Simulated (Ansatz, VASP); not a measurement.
# MgO: VASP beside Ansatz

```xyz
4
Lattice="3.3153 0.0000 0.0000 -1.6576 2.8711 0.0000 0.0000 0.0000 5.1215" Properties=species:S:1:pos:R:3 pbc="T T T"
Mg   -0.1120    1.8021    0.0324
Mg    1.7696    1.0690    2.5931
O     0.1035    2.0176    2.0398
O     1.5542    0.8536    4.6006
```

Change from the starting cell: mode 4 frozen in at -0.112 Å and mode 5 at -0.112 Å (largest displacements).

Alike in both runs: task single point; functional PBE; k mesh 9 × 9 × 6; occupations gaussian, width 0.05 eV; no spin polarisation.

|  | VASP | Ansatz |
| --- | --- | --- |
| version | VASP 6.6.1 | Ansatz 0.2.0 |
| potentials or method | VASP PAW PBE potentials, release 64 (Mg, O), cutoff 520 eV | scalar-relativistic, plane waves, PAW |
| valence electrons in the cell | 16 | 32 |

```csv
,VASP,Ansatz,Ansatz less VASP
gap on the k mesh at the Fermi level (eV),3.23,3.25,+0.021
least direct gap on the mesh (eV),3.23,3.25,+0.021
pressure (GPa),-0.9,-0.4,+0.43
"traceless stress, the component that is largest in VASP (GPa)",0.77,0.74,-0.030
rms of the force components (eV/Å),0.257,0.255,-0.0024
```

Atom by atom the forces differ by 0.003 eV/Å (rms over components). VASP's potentials hold 16 valence electrons a cell and Ansatz's 32, so a difference there can come from the potentials and not from the codes.
